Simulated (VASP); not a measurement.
A run of VASP 6.6.1 is set up as follows.

File INCAR:

```
SYSTEM = Mg4O
  PREC = Accurate
  ENCUT = 520
  EDIFF = 1E-6
  ISMEAR = 0
  SIGMA = 0.1
  LREAL = .False.
  LASPH = .True.
  NELM = 80
  ALGO = Normal
  ISIF = 2
  LWAVE = .False.
  LCHARG = .False.
  LDIPOL = .True.
  IDIPOL = 3
  DIPOL = 0.5 0.5 0.328
  GGA = PS
  NBANDS = 15
```

The input KPOINTS:

```
regular mesh
0
Gamma
  8 5 1
  0 0 0
```

File POSCAR:

```
Mg4O
1.0
    3.1881999939      0.0000000000      0.0000000000
    0.0000000000      5.1084658709      0.0000000000
    0.0000000000      0.0000000000     19.1358427726
Mg O
4 1
Direct
    0.0000000000      0.7500000000      0.2090318178
    0.5000000000      0.2500000000      0.2571276385
    0.5000000000      0.7500000000      0.3576109084
    0.0000000000      0.2500000000      0.3990335238
    0.1250000000      0.6250000000      0.4171237213
```

Potentials or basis: VASP PAW PBE potentials, release 64 (Mg, O).

Command:

```sh
$ cat potpaw_PBE.64/Mg/POTCAR potpaw_PBE.64/O/POTCAR > POTCAR
$ mpirun -np 1 vasp_std > vasp.out
```

Task: What does it give for the band gap on the k mesh?

Result: Zero (bands 7 and 8 overlap by 0.56 eV).

Task: Predict the largest force.

Result: 2.836 eV/Å.

Forces in eV/Å, atoms in the order of the input:
```
Mg   0.002  0.044  0.080
Mg   0.023 -0.224 -0.229
Mg   2.355  0.438 -0.197
Mg   0.180  0.961  0.312
O   -2.561 -1.220  0.034
```

Caveat: the PAW data sets were made with another functional, which shifts forces and pressure a little.
